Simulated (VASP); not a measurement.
Set up this calculation in VASP 6.6.1, as the native input.

```
Task                   : relaxation of cell and atoms
Functional             : PBE
Potentials or basis    : VASP PAW PBE potentials, release 64 (Cs_sv, Sb, S, I)
Cutoff                 : 600 eV
k mesh                 : 4 × 4 × 4
Occupations            : fermi-dirac, width 0.1 eV
Spin                   : no spin polarisation
Target pressure        : 2 GPa
Dipole correction      : no
Further INCAR settings : ALGO = Normal; EDIFF = 1e-06; IBRION = 2; EDIFFG = -0.05; NSW = 80; ISIF = 3
```

The structure of CsSbSI2 lies in POSCAR:

```
CsSbSI2
1.0
    6.3217010000      0.0000000000      0.0000000000
    0.0000000000      6.3217010000      0.0000000000
    0.0000000000      0.0000000000      5.0850440000
Cs Sb S I
1 1 1 2
Direct
    0.0000000000      0.0000000000      0.0000000000
    0.5000000000      0.5000000000      0.5000000000
    0.5000000000      0.5000000000      0.0000000000
    0.0000000000      0.5000000000      0.5000000000
    0.5000000000      0.0000000000      0.5000000000
```

The input as run:

INCAR

```
ALGO     = Normal         # electronic algorithm
EDIFF    = 1E-6           # SCF threshold, eV
EDIFFG   = -0.05          # ionic threshold
ENCUT    = 600            # plane-wave cutoff, eV
GGA      = PE             # functional
IBRION   = 2              # ionic algorithm
ISIF     = 3              # what is computed and relaxed
ISMEAR   = -1             # smearing method
LASPH    = True           # aspherical terms in the spheres
LCHARG   = False          # write CHGCAR
LREAL    = False          # projectors in reciprocal space
LWAVE    = False          # write WAVECAR
NELM     = 60             # most SCF steps
NSW      = 80             # ionic steps
PREC     = Accurate       # precision mode
PSTRESS  = 20.0         
SIGMA    = 0.1            # smearing width, eV
```

KPOINTS

```
k-points
0
Gamma
  4 4 4
```

Potentials or basis: VASP PAW PBE potentials, release 64 (Cs_sv, Sb, S, I).

The run is started by

```bash
$ cat potpaw_PBE.64/Cs_sv/POTCAR potpaw_PBE.64/Sb/POTCAR potpaw_PBE.64/S/POTCAR potpaw_PBE.64/I/POTCAR > POTCAR
$ mpirun -np 1 vasp_std > vasp.out
```

It gave:

| Item | Value |
| --- | --- |
| Relaxed volume | 37.71 Å³/atom |
| Relaxed cell | a = 6.134 Å, b = 6.134 Å, c = 5.012 Å, α = 90.00°, β = 90.00°, γ = 90.00° |
| Space group after relaxing (to 0.1 Å) | P4/mmm (No. 123) |
| Energy change on relaxing (the run minimises the enthalpy) | +17.1 meV/atom |
| Ionic steps | 5 |
| Pressure after relaxing | 2.0 GPa |
| Band gap on the k mesh | zero (bands 17 and 18 overlap by 0.85 eV) |

Caveat: the cell is relaxed towards a set pressure, so the run minimises the enthalpy, not the energy; spin-orbit coupling is left out, which moves the levels of the heavy elements.

It took 7.1 min on 1 thread of Intel Xeon 8259CL, with other jobs on the host, peak memory 0.45 GiB.
